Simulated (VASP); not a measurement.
Set up this calculation in VASP 6.6.1, as the native input.

```yaml
Task: single point
Functional: LDA
Potentials_or_basis: VASP PAW LDA potentials, release 64 (W_sv)
Cutoff: 520 eV
k_mesh: 11 × 11 × 11
Occupations: methfessel-paxton, width 0.01 eV
Spin: non-collinear spin, zero start, spin-orbit coupling
Starting_moments: "[[0.0, 0.0, 0.0]] μB"
Hubbard_terms: W d U = 8.0 eV
Dipole_correction: no
Further_INCAR_settings: ALGO = Normal; EDIFF = 1e-06; NBANDS = 25
```

The structure of W lies in POSCAR:

```
W
1.0
    0.0000000000      1.9885598007      1.9885598007
    1.9885598007      0.0000000000      1.9885598007
    1.9885598007      1.9885598007      0.0000000000
W
1
Direct
    0.0000000000      0.0000000000      0.0000000000
```

This isn't the form of W at room conditions, which is bcc.

These files were run (other wordings do the same):

INCAR

```
PREC = Accurate ; ENCUT = 520
EDIFF = 1E-6 ; ISMEAR = 1
SIGMA = 0.01 ; LREAL = False
LASPH = True ; NELM = 150
ALGO = Normal ; ISIF = 2
LWAVE = False ; LCHARG = True
MAGMOM = 0 0 0 ; LORBIT = 11
LSORBIT = True ; GGA_COMPAT = False
LORBMOM = True ; LMAXMIX = 4
LDAU = True ; LDAUTYPE = 2
LDAUL = 2 ; LDAUU = 8
LDAUJ = 0 ; LDAUPRINT = 1
GGA = CA ; LVHAR = True
NBANDS = 25
```

KPOINTS

```
regular mesh
0
Gamma
  11 11 11
```

Potentials or basis: VASP PAW LDA potentials, release 64 (W_sv).

Run with:

```sh
$ cat potpaw_LDA.64/W_sv/POTCAR > POTCAR
$ mpirun -np 1 vasp_ncl > vasp.out
```

Results of the run:

The pressure is 38.5 GPa and the net moment is 0.00 μB per cell. The valence electrons inside the program's atomic spheres are W 12.10.

Caveat: the cell stands under pressure; the U is typed as a test and isn't derived for this compound.

Run time: 91 s on 1 thread of Intel Xeon 8259CL, with other jobs on the host, peak memory 0.19 GiB.
